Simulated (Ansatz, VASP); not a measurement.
One calculation of PtSe2, two programs

```xyz
3
Lattice="3.6431 0.0000 0.0000 -1.8216 3.1550 0.0000 0.0000 0.0000 5.7054" Properties=species:S:1:pos:R:3 pbc="T T T"
Pt    0.0000    0.0000    0.0000
Se    1.8216    1.0517    4.3592
Se    0.0000    2.1034    1.3462
```

Change from the starting cell: equal strain along all axes, cell held, atoms relaxed: -2.0 %.

Alike in both runs: functional r2SCAN; k mesh 12 × 12 × 6; occupations gaussian, width 0.02 eV; no spin polarisation.

Ansatz relaxed the structure, and its values are those at the end. VASP's run is a single point on that final structure, the one shown.

|  | VASP | Ansatz |
| --- | --- | --- |
| version | VASP 6.6.1 | Ansatz 0.2.0 |
| potentials or method | VASP PAW PBE potentials, release 64 (Pt, Se), cutoff 520 eV | scalar-relativistic, plane waves, PAW |
| valence electrons in the cell | 22 | 50 |

```tsv
	VASP	Ansatz	Ansatz less VASP
gap on the k mesh at the Fermi level (eV)	0.50	0.51	+0.013
least direct gap on the mesh (eV)	0.87	0.88	+0.013
pressure (GPa)	3.6	3.5	-0.10
rms of the force components (eV/Å)	0.011	0.003	-0.0072
```

VASP's potentials were made for PBE, not for r2SCAN. The functional is the same, so the differences come from potentials, cutoffs and numerics. VASP's potentials hold 22 valence electrons a cell and Ansatz's 50, so a difference there can come from the potentials and not from the codes. Ansatz's warnings: stress scf threshold loose.

Neither program's run includes spin-orbit coupling.
